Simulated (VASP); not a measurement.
Input of a VASP 6.6.1 run:

POSCAR

```
C
1.0
    2.4558588418      0.0000000000      0.0000000000
   -1.2279294209      2.1268361451      0.0000000000
    0.0000000000      0.0000000000      7.0438737702
C
4
Direct
    0.0000000000      0.0000000000      0.2500000000
    0.0000000000      0.0000000000      0.7500000000
    0.3333333333      0.6666666667      0.2500000000
    0.6666666667      0.3333333333      0.7500000000
```

INCAR.step1

```
SYSTEM = C
PREC = Accurate ; ENCUT = 520
ISMEAR = 0 ; SIGMA = 0.1
LREAL = .FALSE. ; LASPH = .TRUE.
NELM = 80 ; NBANDS = 16
GGA = PE ; ALGO = Normal
EDIFF = 1E-4 ; LWAVE = .TRUE.
LCHARG = .FALSE.
```

Contents of INCAR.step2:

```
SYSTEM = C
PREC = Accurate ; ENCUT = 520
EDIFF = 1E-7 ; ISMEAR = 0
SIGMA = 0.1 ; LREAL = .FALSE.
LASPH = .TRUE. ; NELM = 80
ALGO = Normal ; ISIF = 2
LWAVE = .FALSE. ; LCHARG = .FALSE.
METAGGA = R2SCAN ; LMIXTAU = .TRUE.
NBANDS = 16 ; ISTART = 1
```

KPOINTS

```
Automatic mesh
0
G
  21 21 6
  0 0 0
```

Potentials or basis: VASP PAW PBE potentials, release 64 (C).

Command:

```sh
$ cat potpaw_PBE.64/C/POTCAR > POTCAR
$ cp INCAR.step1 INCAR
$ mpirun -np 1 vasp_std > vasp.out
$ cp INCAR.step2 INCAR
$ mpirun -np 1 vasp_std > vasp.out
```

Q: Predict the pressure.

A: 0.7 GPa.

Q: Predict the band gap on the k mesh.

A: Zero (band 8 reaches 4.27 eV, above the bottom of band 9 at 4.26 eV).

Stress tensor (GPa, compression positive):
```
 1.02  0.00  0.00
 0.00  1.02  0.00
 0.00  0.00 -0.07
```

Caveat: the PAW data sets were made with another functional, which shifts forces and pressure a little.
